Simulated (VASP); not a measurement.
## WSe2: single point with PBE

WSe2:

```
W Se
1.0
     3.31993    0.00000    0.00000
    -1.65997    2.87515    0.00000
     0.00000    0.00000   13.73719
W Se
2 4
Direct
  0.66667 0.33333 0.75000
  0.33333 0.66667 0.25000
  0.33333 0.66667 0.87100
  0.66667 0.33333 0.37100
  0.33333 0.66667 0.62900
  0.66667 0.33333 0.12900
```

| Item | Value |
| --- | --- |
| Program | VASP 6.6.1 |
| Task | single point |
| Functional | PBE |
| Potentials or basis | VASP PAW PBE potentials, release 64 (W_sv, Se) |
| Cutoff | 520 eV |
| k mesh | 8 × 8 × 2 |
| Occupations | gaussian, width 0.01 eV |
| Spin | no spin polarisation |

| Property | Result |
| --- | --- |
| Pressure | 1.9 GPa |
| Largest force | 0.301 eV/Å |
| Band gap on the k mesh | 1.32 eV, indirect (least direct gap 1.84 eV) |

Forces on the atoms (eV/Å):
```
W    0.000  0.000  0.000
W    0.000  0.000  0.000
Se   0.000  0.000  0.301
Se   0.000  0.000  0.301
Se   0.000  0.000 -0.301
Se   0.000  0.000 -0.301
```

Stress tensor (GPa, compression positive):
```
1.27 0.00 0.00
0.00 1.27 0.00
0.00 0.00 3.15
```

Levels at points of the mesh, in eV from the valence-band top:
```tsv
k point	band 23	band 24	band 25	band 26	band 27	band 28	band 29	band 30
(0.00, 0.00, 0.00)	-1.48	-1.36	-0.81	0.00	2.70	2.70	2.72	2.72
(0.50, 0.00, 0.00)	-1.24	-1.23	-1.15	-1.14	2.13	2.15	2.43	2.61
(0.00, 0.00, 0.50)	-1.49	-1.49	-0.23	-0.23	2.71	2.71	2.71	2.71
(0.50, 0.00, 0.50)	-1.19	-1.19	-1.18	-1.18	2.14	2.14	2.53	2.53
```

Run time: 86 s on 1 thread of Intel(R) Xeon(R) 6975P-C (Granite Rapids), with other jobs on the host, peak memory 0.3 GiB.

Caveat: spin-orbit coupling is left out, which moves the levels of the heavy elements; this functional lacks dispersion, which binds the layers, so the pressure and a relaxed spacing across them are unreliable. As with any semilocal functional, this PBE gap is likely too small.
